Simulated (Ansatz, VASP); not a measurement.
## AlAs in VASP and in Ansatz

The input INCAR:

```
SYSTEM = AlAs
PREC     = Accurate       ! precision mode
ENCUT    = 500            ! plane-wave cutoff, eV
EDIFF    = 1E-6           ! SCF threshold, eV
ISMEAR   = 1              ! smearing method
SIGMA    = 0.02           ! smearing width, eV
LREAL    = .False.        ! projectors in reciprocal space
LASPH    = .True.         ! aspherical terms in the spheres
NELM     = 120            ! most SCF steps
ALGO     = Normal         ! electronic algorithm
ISIF     = 2              ! what is computed and relaxed
LWAVE    = .False.        ! write WAVECAR
LCHARG   = .True.         ! write CHGCAR
GGA      = CA             ! functional
LELF     = .True.         ! ELF
LVHAR    = .True.       
NBANDS   = 11             ! bands
GGA_COMPAT= .False.
```

KPOINTS

```
Automatic mesh
0
Gamma
  6 6 6
  0 0 0
```

File POSCAR:

```
AlAs
1.0
    0.0000000000      2.8304000000      2.8304000000
    2.8304000000      0.0000000000      2.8304000000
    2.8304000000      2.8304000000      0.0000000000
Al As
1 1
Direct
    0.0000000000      0.0000000000      0.0000000000
    0.2500000000      0.2500000000      0.2500000000
```

Input for Ansatz:

```yaml
crystal:
  lattice:
    - [0.0, 2.8304, 2.8304]
    - [2.8304, 0.0, 2.8304]
    - [2.8304, 2.8304, 0.0]
  atoms:
    - { symbol: Al, position: [0.0, 0.0, 0.0] }
    - { symbol: As, position: [0.25, 0.25, 0.25] }
basis:
  ecutwfc: 489.804952427784
kpoints:
  mp_grid:
    grid: [6, 6, 6]
hamiltonian:
  xc: lda
scf:
  occupations:
    method: cold
    width: 0.02
output:
  eigenvalues: true
```

Alike in both runs: task single point; functional LDA; k mesh 6 × 6 × 6; no spin polarisation.

|  | VASP | Ansatz |
| --- | --- | --- |
| version | VASP 6.6.1 | Ansatz 0.2.0 |
| potentials or method | VASP PAW LDA potentials, release 64 (Al, As), cutoff 500 eV | plane waves, PAW |
| occupations | methfessel-paxton of order 1, width 0.02 eV | cold, width 0.02 eV |
| valence electrons in the cell | 8 | 18 |

|  | VASP | Ansatz | Ansatz less VASP |
| --- | --- | --- | --- |
| gap on the k mesh at the Fermi level (eV) | 1.33 | 1.35 | +0.013 |

LDA's correlation is that of Perdew and Zunger in VASP and of Perdew and Wang (1992) in Ansatz. VASP's potentials hold 8 valence electrons a cell and Ansatz's 18, so a difference there can come from the potentials and not from the codes.
